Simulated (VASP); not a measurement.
Set up this calculation in VASP 6.6.1, as the native input.

```
Task                   : single point
Functional             : LDA
Potentials or basis    : VASP PAW LDA potentials, release 64 (Ga_d, As)
Cutoff                 : 520 eV
k mesh                 : 13 × 13 × 13
Occupations            : fermi-dirac, width 0.1 eV
Spin                   : no spin polarisation
Dipole correction      : no
Further INCAR settings : ALGO = Normal; EDIFF = 1e-06; NBANDS = 16
```

The structure of GaAs (rocksalt type) lies in POSCAR:

```
GaAs
1.0
    0.0000000000      2.6290238716      2.6290238716
    2.6290238716      0.0000000000      2.6290238716
    2.6290238716      2.6290238716      0.0000000000
Ga As
1 1
Direct
    0.0000000000      0.0000000000      0.0000000000
    0.5000000000      0.5000000000      0.5000000000
```

The input as run:

INCAR

```
SYSTEM = GaAs
PREC = Accurate
ENCUT = 520
EDIFF = 1E-6
ISMEAR = -1
SIGMA = 0.1
LREAL = .FALSE.
LASPH = .TRUE.
NELM = 60
ALGO = Normal
ISIF = 2
LWAVE = .FALSE.
LCHARG = .FALSE.
GGA = CA
NBANDS = 16
```

KPOINTS

```
Automatic mesh
0
G
  13 13 13
  0 0 0
```

Potentials or basis: VASP PAW LDA potentials, release 64 (Ga_d, As).

The run is started by

```bash
$ cat potpaw_LDA.64/Ga_d/POTCAR potpaw_LDA.64/As/POTCAR > POTCAR
$ mpirun -np 1 vasp_std > vasp.out
```

It gave:

```
Pressure               : 0.6 GPa
Band gap on the k mesh : zero (bands 9 and 10 overlap by 3.40 eV)
```

Wall time 52 s on 1 thread of Intel Xeon 8259CL, with other jobs on the host, peak memory 0.18 GiB.
